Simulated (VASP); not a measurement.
BAs:

```
As B
1.0
     0.00000    2.38850    2.38850
     2.38850    0.00000    2.38850
     2.38850    2.38850    0.00000
As B
1 1
Direct
  0.75000 0.75000 0.75000
  0.00000 0.00000 0.00000
```

Program: VASP 6.6.1. Alike in all runs: task single point; potentials or basis VASP PAW PBE potentials, release 64 (As, B); no spin polarisation; cell as given; cutoff (eV) 520; smearing fermi-dirac 0.05 eV.

Task: Order these runs on this cell by their band gap on the k mesh, lowest first.
A. level PBE-based global hybrid with 35 % exact exchange; k mesh 6 × 6 × 6; share of exact exchange 0.35
B. level PBE-based global hybrid with 50 % exact exchange; k mesh 6 × 6 × 6; share of exact exchange 0.5
C. level B3LYP; k mesh 5 × 5 × 5; share of exact exchange 0.2
D. level PBE-based global hybrid with 15 % exact exchange; k mesh 6 × 6 × 6; share of exact exchange 0.15

Result: D (2.09 eV), C (2.53 eV), A (3.22 eV), B (4.11 eV).

Caveats: some runs use coarse meshes; an odd mesh through Γ misses points on the zone boundary, where band edges can lie (at least some runs); the cell stands under tension (at least some runs).

A k mesh can miss the band edges, odd and even meshes differently.
